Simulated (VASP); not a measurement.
Runs of VASP 6.6.1 on K. The structure is that of space group P6_3/mmc (No. 194), or close to it. The cells are those of the table. This isn't the form of K at room conditions, which is bcc.

| cell | k mesh | gap on the mesh (eV) | pressure (GPa) |
| --- | --- | --- | --- |
| a = 4.765, b = 4.765, c = 15.563 Å, angles 90.0, 90.0, 120.0°, 4 atoms | 9 × 9 × 3 | none | 0.0 |
| a = 4.765, b = 4.765, c = 15.563 Å, angles 90.0, 90.0, 120.0°, 4 atoms | 8 × 8 × 2 | none | 0.0 |
| a = 4.889, b = 4.889, c = 15.967 Å, angles 90.0, 90.0, 120.0°, 4 atoms | 9 × 9 × 3 | none | (a) |
| a = 4.828, b = 4.828, c = 15.767 Å, angles 90.0, 90.0, 120.0°, 4 atoms | 9 × 9 × 3 | none | -0.1 |

Alike in all rows: task single point; level r2SCAN; potentials or basis VASP PAW PBE potentials, release 64 (K_sv); no spin polarisation; cutoff (eV) 520; smearing fermi-dirac 0.1 eV.

Problem. Fill in the values left out.

Solution. (a) -0.2.

Caveats: the PAW data sets were made with another functional, which shifts forces and pressure a little.

A gap of «none» marks levels without a gap at the run's occupations.
